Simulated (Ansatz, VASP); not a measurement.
# Two plane-wave programs on BN

File INCAR:

```
SYSTEM = BN
PREC = Accurate
ENCUT = 520
EDIFF = 1E-6
ISMEAR = -1
SIGMA = 0.1551
LREAL = Auto
LASPH = .TRUE.
NELM = 100
ALGO = Normal
ISIF = 2
LWAVE = .FALSE.
LCHARG = .TRUE.
GGA = PE
IVDW = 12
LELF = .TRUE.
LVHAR = .TRUE.
NBANDS = 46
```

Contents of KPOINTS:

```
Automatic mesh
0
G
  6 6 4
  0 0 0
```

File POSCAR:

```
BN
1.0
    2.5531020490     -4.4221024657      0.0000000000
    2.5531020489      4.4221024657      0.0000000000
    0.0000000000      0.0000000000      6.7918449327
B N
8 8
Direct
    0.3637938209      0.0334999978      0.2226104828
    0.8221254823      0.9893025030      0.2053991329
    0.3292669591      0.4862685890      0.2407187780
    0.8484341880      0.5147275314      0.2480400751
    0.5593435134      0.2861341231      0.6768426128
    0.0895900485      0.2500714958      0.6591054043
    0.5764534184      0.8009106303      0.6666906836
    0.0861574104      0.7382262834      0.6486253263
    0.2501535528      0.0713596331      0.6857692978
    0.7862334883      0.1245675567      0.6835211969
    0.2441490935      0.5963223447      0.6523412289
    0.7438561270      0.6081166226      0.6764909829
    0.6884293042      0.1811993197      0.2313754527
    0.1514299667      0.1565919856      0.2378175620
    0.6480703930      0.6502807200      0.1977681941
    0.1735611895      0.6739776776      0.2483920491
```

Input for Ansatz:

```yaml
crystal:
  lattice:
    - [2.553102049, -4.4221024657, 0.0]
    - [2.5531020489, 4.4221024657, 0.0]
    - [0.0, 0.0, 6.7918449327]
  atoms:
    - { symbol: B, position: [0.3637938209, 0.0334999978, 0.2226104828] }
    - { symbol: B, position: [0.8221254823, 0.989302503, 0.2053991329] }
    - { symbol: B, position: [0.3292669591, 0.486268589, 0.240718778] }
    - { symbol: B, position: [0.848434188, 0.5147275314, 0.2480400751] }
    - { symbol: B, position: [0.5593435134, 0.2861341231, 0.6768426128] }
    - { symbol: B, position: [0.0895900485, 0.2500714958, 0.6591054043] }
    - { symbol: B, position: [0.5764534184, 0.8009106303, 0.6666906836] }
    - { symbol: B, position: [0.0861574104, 0.7382262834, 0.6486253263] }
    - { symbol: "N", position: [0.2501535528, 0.0713596331, 0.6857692978] }
    - { symbol: "N", position: [0.7862334883, 0.1245675567, 0.6835211969] }
    - { symbol: "N", position: [0.2441490935, 0.5963223447, 0.6523412289] }
    - { symbol: "N", position: [0.743856127, 0.6081166226, 0.6764909829] }
    - { symbol: "N", position: [0.6884293042, 0.1811993197, 0.2313754527] }
    - { symbol: "N", position: [0.1514299667, 0.1565919856, 0.237817562] }
    - { symbol: "N", position: [0.648070393, 0.65028072, 0.1977681941] }
    - { symbol: "N", position: [0.1735611895, 0.6739776776, 0.2483920491] }
basis:
  ecutwfc: 420
kpoints:
  mp_grid: { grid: [6, 6, 4] }
hamiltonian:
  xc: pbe
  dispersion: d3bj
scf:
  occupations: { method: fermi_dirac, width: 0.1551 }
output:
  forces: true
  stress: true
  eigenvalues: true
  populations: true
```

Alike in both runs: task single point; functional PBE; dispersion D3(BJ); k mesh 6 × 6 × 4; occupations fermi-dirac, width 0.1551 eV; no spin polarisation.

|  | VASP | Ansatz |
| --- | --- | --- |
| version | VASP 6.6.1 | Ansatz 0.2.0 |
| potentials or method | VASP PAW PBE potentials, release 64 (B, N), cutoff 520 eV | scalar-relativistic, plane waves, PAW |
| valence electrons in the cell | 64 | 64 |

Ansatz gave:

```
gap on the k mesh at the Fermi level (eV)                     : 2.96
least direct gap on the mesh (eV)                             : 3.22
pressure (GPa)                                                : -9.4
traceless stress, the component that is largest in VASP (GPa) : 10.86
rms of the force components (eV/Å)                            : 2.241
```

Task: What did VASP give for the same quantities?

Result: gap on the k mesh at the Fermi level (eV): 2.95; least direct gap on the mesh (eV): 3.22; pressure (GPa): -9.4; traceless stress, the component that is largest in VASP (GPa): 10.71; rms of the force components (eV/Å): 2.243.

Atom by atom the forces differ by 0.004 eV/Å (rms over components).
